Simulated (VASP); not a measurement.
# Rh (Fm-3m) in VASP: a series of runs, part 2 of 2

VASP 6.6.1. Earlier steps stand in the parts before.

### 3 Single point, r2SCAN

This run uses another cell than the first one, of 13.62 Å³/atom, 1.007 times its volume.

Contents of POSCAR:

```
Rh
1.0
    0.0000000000      1.8956202547      1.8956202547
    1.8956202547      0.0000000000      1.8956202547
    1.8956202547      1.8956202547      0.0000000000
Rh
1
Direct
    0.0000000000      0.0000000000      0.0000000000
```

Contents of INCAR.step1:

```
SYSTEM = Rh
PREC     = Accurate       ! precision mode
ENCUT    = 520            ! plane-wave cutoff, eV
ISMEAR   = -1             ! smearing method
SIGMA    = 0.05           ! smearing width, eV
LREAL    = .False.        ! projectors in reciprocal space
LASPH    = .True.         ! aspherical terms in the spheres
NELM     = 100            ! most SCF steps
NBANDS   = 14             ! bands
GGA      = PE             ! functional
ALGO     = Normal         ! electronic algorithm
EDIFF    = 1E-4           ! SCF threshold, eV
LWAVE    = .True.         ! write WAVECAR
LCHARG   = .False.        ! write CHGCAR
```

Contents of INCAR.step2:

```
SYSTEM = Rh
PREC     = Accurate       ! precision mode
ENCUT    = 520            ! plane-wave cutoff, eV
EDIFF    = 1E-6           ! SCF threshold, eV
ISMEAR   = -1             ! smearing method
SIGMA    = 0.05           ! smearing width, eV
LREAL    = .False.        ! projectors in reciprocal space
LASPH    = .True.         ! aspherical terms in the spheres
NELM     = 100            ! most SCF steps
ALGO     = Normal         ! electronic algorithm
ISIF     = 2              ! what is computed and relaxed
LWAVE    = .False.        ! write WAVECAR
LCHARG   = .True.         ! write CHGCAR
METAGGA  = R2SCAN         ! meta-GGA
LMIXTAU  = .True.       
LELF     = .True.         ! ELF
LVHAR    = .True.       
NBANDS   = 14             ! bands
ISTART   = 1
```

Contents of KPOINTS:

```
Automatic mesh
0
Gamma
  24 24 24
  0 0 0
```

Potentials or basis: VASP PAW PBE potentials, release 64 (Rh_pv).

Launch:

```sh
> cat potpaw_PBE.64/Rh_pv/POTCAR > POTCAR
> cp INCAR.step1 INCAR
> mpirun -np 1 vasp_std > vasp.out
> cp INCAR.step2 INCAR
> mpirun -np 1 vasp_std > vasp.out
```

OUTCAR:

```text
SYSTEM = Rh
   PREC = Accurate
   ENCUT = 520
   EDIFF = 1E-6
   ISMEAR = -1
   LREAL = .False.
   LASPH = .True.
   NELM = 100
   ISIF = 2
   METAGGA = R2SCAN
   ISTART = 1

 ion  position               nearest neighbor table
   1  0.000  0.000  0.000-

  LATTYP: Found a face centered cubic cell.
 ALAT       =     3.7912405094

  Lattice vectors:

 A1 = (   0.0000000000,   1.8956202547,   1.8956202547)
 A2 = (   1.8956202547,   0.0000000000,   1.8956202547)
 A3 = (   1.8956202547,   1.8956202547,   0.0000000000)

Analysis of symmetry for initial positions (statically):
=====================================================================
 Subroutine PRICEL returns:
 Original cell was already a primitive cell.

 Routine SETGRP: Setting up the symmetry group for a
 face centered cubic supercell.

 Subroutine GETGRP returns: Found 48 space group operations
 (whereof 48 operations were pure point group operations)
 out of a pool of 48 trial point group operations.

The static configuration has the point symmetry O_h .

Analysis of symmetry for dynamics (positions and initial velocities):
=====================================================================
 Subroutine PRICEL returns:
 Original cell was already a primitive cell.

 Routine SETGRP: Setting up the symmetry group for a
 face centered cubic supercell.

 Subroutine GETGRP returns: Found 48 space group operations
 (whereof 48 operations were pure point group operations)
 out of a pool of 48 trial point group operations.

The dynamic configuration has the point symmetry O_h .

 Subroutine INISYM returns: Found 48 space group operations
 (whereof 48 operations are pure point group operations),
 and found     1 'primitive' translations

----------------------------------------------------------------------------------------

                                     Primitive cell

  volume of cell :      13.6234
[... 107 lines left out ...]
     AMIX_MAG =   1.60;   BMIX_MAG =  1.00
  volume/ion in A,a.u.               =      13.62        91.93
  Fermi-wavevector in a.u.,A,eV,Ry     =   1.690482  3.194548 38.881774  2.857730
  Thomas-Fermi vector in A             =   2.772421
   LORBIT       =      0    0 simple, 1 ext, 2 COOP (PROOUT), +10 PAW based schemes
   METAGGA = R2SCAN    functional components
   LHFCALC =     F    Hartree Fock is set to
   AEXX    =    0.0000 exact exchange contribution
   IVDW    =     0    specifies the selected vdW correction
   LEPSILON=     F    determine dielectric tensor
   LRPA    =     F    only Hartree local field effects (RPA)
 non-spin polarized calculation
  energy-cutoff  :      520.00
  volume of cell :       13.62
 maximum number of plane-waves:       380
   NGX =  9   NGY =  9   NGZ =  9

 number of electron      15.0000007 magnetization

 Free energy of the ion-electron system (eV)
  ---------------------------------------------------
  ext. energy  EPLUGINS =         0.00000000
  ---------------------------------------------------
  free energy    TOTEN  =       -24.14108613 eV

  energy without entropy =      -24.13142715  energy(sigma->0) =      -24.13625664

 E-fermi :  11.8989     XC(G=0): -15.2753

 val. band max:       11.8892449197   @ k =   0.5000   0.3333   0.1250
 cond. band min:      11.8992875478   @ k =  -0.3750   0.2500   0.0000
 fundamental gap:      0.0100426281
 Fermi energy:        11.8988968814

 k-point     1 :       0.0000    0.0000    0.0000
  band No.  band energies     occupation
      1     -35.9042      2.00000
      2     -35.9042      2.00000
      3     -35.9042      2.00000
      4       3.6518      2.00000
      5       8.6833      2.00000
      6       8.6833      2.00000
      7       8.6833      2.00000
      8      10.8152      2.00000
      9      10.8152      2.00000
     10      28.6117      0.00000
     11      29.2711      0.00000
     12      34.4180      0.00000
     13      34.4180      0.00000
     14      34.4180      0.00000
[... 377 lines left out ...]
      1     -36.6883      2.00000
      2     -36.0191      2.00000
      3     -36.0186      2.00000
      4       5.5720      2.00000
      5       8.5454      2.00000
      6       8.6600      2.00000
      7      11.5136      1.99910
      8      12.4588      0.00003
      9      13.1377      0.00000
     10      21.6998      0.00000
     11      28.4100      0.00000
     12      29.2709      0.00000
     13      34.2550      0.00000
     14      34.5478      0.00000

 [... further k-points ...]
[... 5 lines left out ...]
  --------------------------------------------------------------------------------------
  -------------------------------------------------------------------------------------
  Total        0.2736692      0.2736692      0.2736692      0.0000000     -0.0000000      0.0000000
  in kB       32.1849193     32.1849193     32.1849193      0.0000000     -0.0000000      0.0000000
  external PRESSURE =      32.1849193 kB  Pullay stress =       0.0000000 kB

 VOLUME and BASIS-vectors are now :
 -----------------------------------------------------------------------------
  energy-cutoff  :      520.00
  volume of cell :       13.62
      direct lattice vectors                 reciprocal lattice vectors
     0.000000000  1.895620255  1.895620255    -0.263765909  0.263765909  0.263765909
     1.895620255  0.000000000  1.895620255     0.263765909 -0.263765909  0.263765909
     1.895620255  1.895620255  0.000000000     0.263765909  0.263765909 -0.263765909

 POSITION                                       TOTAL-FORCE (eV/Angst)
 -----------------------------------------------------------------------------------
      0.00000      0.00000      0.00000        -0.000000     -0.000000      0.000000
 -----------------------------------------------------------------------------------
    total drift:                                0.000000      0.000000      0.000000

  FREE ENERGIE OF THE ION-ELECTRON SYSTEM (eV)
  ---------------------------------------------------
  free  energy   TOTEN  =       -24.1410861253 eV

  energy  without entropy=      -24.1314271518  energy(sigma->0) =      -24.13625664
```

OSZICAR.step1:

```text
N       E                     dE             d eps       ncg     rms          rms(c)
DAV:   1     0.120132462710E+03    0.12013E+03   -0.87771E+03 11650   0.115E+03
DAV:   2    -0.619193767408E+01   -0.12632E+03   -0.12079E+03 12716   0.341E+02
DAV:   3    -0.774554670988E+01   -0.15536E+01   -0.15507E+01 13964   0.416E+01
DAV:   4    -0.775118925458E+01   -0.56425E-02   -0.56424E-02 13154   0.257E+00
DAV:   5    -0.775123861506E+01   -0.49360E-04   -0.49358E-04 13502   0.211E-01    0.104E+01
DAV:   6    -0.727402264046E+01    0.47722E+00   -0.79048E-01 12158   0.124E+01    0.367E+00
DAV:   7    -0.725654733009E+01    0.17475E-01   -0.18189E-02 13502   0.169E+00    0.170E+00
DAV:   8    -0.725314115009E+01    0.34062E-02   -0.34980E-03 12248   0.796E-01    0.221E-01
DAV:   9    -0.725298566710E+01    0.15548E-03   -0.97641E-05  7846   0.139E-01    0.111E-02
DAV:  10    -0.725298699587E+01   -0.13288E-05   -0.58595E-06  5944   0.300E-02
   1 F= -.72529870E+01 E0= -.72480074E+01  d E =-.995914E-02
```

Run time: 88 s. Hardware: 1 thread of Intel Xeon 6975P-C (Granite Rapids), shared host; peak memory 0.18 GiB.

What came out:

```
Free energy : -24.1411 eV
Pressure    : 3.2 GPa
```

Caveat: the PAW data sets were made with another functional, which shifts forces and pressure a little.

### 4 Single point, r2SCAN

This run uses another cell than the first one, of 13.67 Å³/atom, 1.010 times its volume.

Contents of POSCAR:

```
Rh
1.0
    0.0000000000      1.8977594835      1.8977594835
    1.8977594835      0.0000000000      1.8977594835
    1.8977594835      1.8977594835      0.0000000000
Rh
1
Direct
    0.0000000000      0.0000000000      0.0000000000
```

Contents of INCAR.step1:

```
SYSTEM = Rh
PREC     = Accurate       ! precision mode
ENCUT    = 520            ! plane-wave cutoff, eV
ISMEAR   = -1             ! smearing method
SIGMA    = 0.05           ! smearing width, eV
LREAL    = .FALSE.        ! projectors in reciprocal space
LASPH    = .TRUE.         ! aspherical terms in the spheres
NELM     = 60             ! most SCF steps
NBANDS   = 14             ! bands
GGA      = PE             ! functional
ALGO     = Normal         ! electronic algorithm
EDIFF    = 1E-4           ! SCF threshold, eV
LWAVE    = .TRUE.         ! write WAVECAR
LCHARG   = .FALSE.        ! write CHGCAR
```

Contents of INCAR.step2:

```
SYSTEM = Rh
PREC     = Accurate       ! precision mode
ENCUT    = 520            ! plane-wave cutoff, eV
EDIFF    = 1E-6           ! SCF threshold, eV
ISMEAR   = -1             ! smearing method
SIGMA    = 0.05           ! smearing width, eV
LREAL    = .FALSE.        ! projectors in reciprocal space
LASPH    = .TRUE.         ! aspherical terms in the spheres
NELM     = 60             ! most SCF steps
ALGO     = Normal         ! electronic algorithm
ISIF     = 2              ! what is computed and relaxed
LWAVE    = .FALSE.        ! write WAVECAR
LCHARG   = .FALSE.        ! write CHGCAR
METAGGA  = R2SCAN         ! meta-GGA
LMIXTAU  = .TRUE.       
NBANDS   = 14             ! bands
ISTART   = 1
```

Contents of KPOINTS:

```
Automatic mesh
0
G
  24 24 24
  0 0 0
```

Launch:

```sh
> cat potpaw_PBE.64/Rh_pv/POTCAR > POTCAR
> cp INCAR.step1 INCAR
> mpirun -np 1 vasp_std > vasp.out
> cp INCAR.step2 INCAR
> mpirun -np 1 vasp_std > vasp.out
```

It took 89 s on 1 thread of Intel Xeon 6975P-C (Granite Rapids), shared host; peak memory 0.18 GiB.

The run converged. Its results:

```yaml
Free_energy: -24.1419 eV
Pressure: 2.2 GPa
```

Levels at points of the mesh, in eV from the Fermi level:
| k point | band 5 | band 6 | band 7 | band 8 | band 9 | band 10 |
| --- | --- | --- | --- | --- | --- | --- |
| (0.00, 0.00, 0.00) | -3.20 | -3.20 | -3.20 | -1.08 | -1.08 | 16.72 |
| (0.50, 0.00, 0.00) | -3.31 | -3.31 | 0.60 | 0.60 | 0.90 | 9.15 |
| (0.50, 0.50, 0.00) | -6.23 | 0.52 | 1.06 | 1.06 | 3.50 | 12.95 |

Caveat: the PAW data sets were made with another functional, which shifts forces and pressure a little.

### 5 The runs side by side

| cell | gap on the mesh (eV) | pressure (GPa) |
| --- | --- | --- |
| a = 2.675 Å, angles 60.0°, 1 atom | none | 5.3 |
| a = 2.681 Å, angles 60.0°, 1 atom | none | 3.2 |
| a = 2.684 Å, angles 60.0°, 1 atom | none | 2.2 |

Alike in all rows: task single point; level r2SCAN; potentials or basis VASP PAW PBE potentials, release 64 (Rh_pv); no spin polarisation; k mesh 24 × 24 × 24; cutoff (eV) 520; smearing fermi-dirac 0.05 eV.

Caveats: the PAW data sets were made with another functional, which shifts forces and pressure a little.

Absolute energies hang on the potentials; compare differences alone.
